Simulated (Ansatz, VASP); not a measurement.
**One calculation of Ge, two programs**

```xyz
8
Lattice="0.0000 6.4519 6.4519 6.4519 0.0000 6.4519 6.4519 6.4519 0.0000" Properties=species:S:1:pos:R:3 pbc="T T T"
Ge    0.9238    5.5281    5.5281
Ge    2.3022    2.3022    2.3022
Ge    4.1497    4.1497    2.3022
Ge    4.1497    2.3022    4.1497
Ge    5.5281    0.9238    5.5281
Ge    0.9238    0.9238    0.9238
Ge    5.5281    5.5281    0.9238
Ge    2.3022    4.1497    4.1497
```

Alike in both runs: functional PBE; k mesh 4 × 4 × 4; occupations gaussian, width 0.1 eV; no spin polarisation.

Ansatz relaxed the structure, and its values are those at the end. VASP's run is a single point on that final structure, the one shown.

|  | VASP | Ansatz |
| --- | --- | --- |
| version | VASP 6.6.1 | Ansatz 0.2.0 |
| potentials or method | VASP PAW PBE potentials, release 64 (Ge_d), cutoff 520 eV | scalar-relativistic, plane waves, PAW |
| valence electrons in the cell | 112 | 112 |

VASP gave:

| Item | Value |
| --- | --- |
| gap on the k mesh at the Fermi level (eV) | none |
| pressure (GPa) | 0.0 |
| rms of the force components (eV/Å) | 0.003 |

Question: Estimate Ansatz's values.

Answer: gap on the k mesh at the Fermi level (eV): none; pressure (GPa): 0.0; rms of the force components (eV/Å): 0.001.

A gap of «none» marks a metal or a gap that the smearing closes.
